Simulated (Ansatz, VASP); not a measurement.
**Fe in VASP and in Ansatz**

INCAR

```
SYSTEM = Fe
PREC     = Accurate       ! precision mode
ENCUT    = 520            ! plane-wave cutoff, eV
EDIFF    = 1E-6           ! SCF threshold, eV
ISMEAR   = -1             ! smearing method
SIGMA    = 0.08           ! smearing width, eV
LREAL    = .FALSE.        ! projectors in reciprocal space
LASPH    = .TRUE.         ! aspherical terms in the spheres
NELM     = 150            ! most SCF steps
ALGO     = Normal         ! electronic algorithm
ISIF     = 2              ! what is computed and relaxed
LWAVE    = .FALSE.        ! write WAVECAR
LCHARG   = .TRUE.         ! write CHGCAR
ISPIN    = 2              ! spin polarisation
MAGMOM   = 2.5 2.5 2.5    ! initial moments
LORBIT   = 11             ! projections on sites
LMAXMIX  = 4              ! l up to which the mixer works
GGA      = PE             ! functional
LELF     = .TRUE.         ! ELF
LVHAR    = .TRUE.       
NBANDS   = 23             ! bands
```

Contents of KPOINTS:

```
Automatic mesh
0
G
  9 9 12
  0 0 0
```

Contents of POSCAR:

```
Fe
1.0
    3.7006295173      0.0000000000      0.0000000000
   -1.8503147586      3.2048391719      0.0000000000
    0.0000000000      0.0000000000      2.2980683186
Fe
3
Direct
    0.0000000000      0.0000000000      0.0000000000
    0.3333333333      0.6666666667      0.5000000000
    0.6666666667      0.3333333333      0.5000000000
```

Input for Ansatz:

```yaml
crystal:
  lattice:
    - [3.7006295173, 0.0, 0.0]
    - [-1.8503147586, 3.2048391719, 0.0]
    - [0.0, 0.0, 2.2980683186]
  atoms:
    - { symbol: Fe, position: [0.0, 0.0, 0.0], spin: 2.5 }
    - { symbol: Fe, position: [0.3333333333, 0.6666666667, 0.5], spin: 2.5 }
    - { symbol: Fe, position: [0.6666666667, 0.3333333333, 0.5], spin: 2.5 }
magnetization:
  spin_polarized: true
kpoints:
  mp_grid: { grid: [9, 9, 12] }
scf:
  occupations: { method: fermi_dirac, width: 0.08 }
hamiltonian:
  xc: pbe
  pseudopotentials: { kind: all_electron, lapw: { basis_error: 0.001 } }
output:
  forces: true
  stress: true
  eigenvalues: true
  populations: true
```

Change from the starting cell: volume scaled by 0.76, LAPW.

Alike in both runs: task single point; functional PBE; k mesh 9 × 9 × 12; occupations fermi-dirac, width 0.08 eV; collinear spin.

|  | VASP | Ansatz |
| --- | --- | --- |
| version | VASP 6.6.1 | Ansatz 0.2.0 |
| potentials or method | VASP PAW PBE potentials, release 64 (Fe), cutoff 520 eV | all-electron LAPW, scalar-relativistic |

|  | VASP | Ansatz | Ansatz less VASP |
| --- | --- | --- | --- |
| pressure (GPa) | 53.0 | 54.5 | +1.51 |
| traceless stress, the component that is largest in VASP (GPa) | -0.01 | -0.55 | -0.548 |
| net moment per atom (μB) | 0.34 | 0.35 | +0.009 |
| size of the moment on the site where the two differ most (μB) | 0.72 | 0.74 | +0.027 |

Site moments also hang on the region over which each program counts them. Both programs put the cell under a high pressure, so it lies far from rest at this level. Ansatz ran all-electron here, and VASP with PAW potentials. Ansatz's warnings: seeded moment not kept.
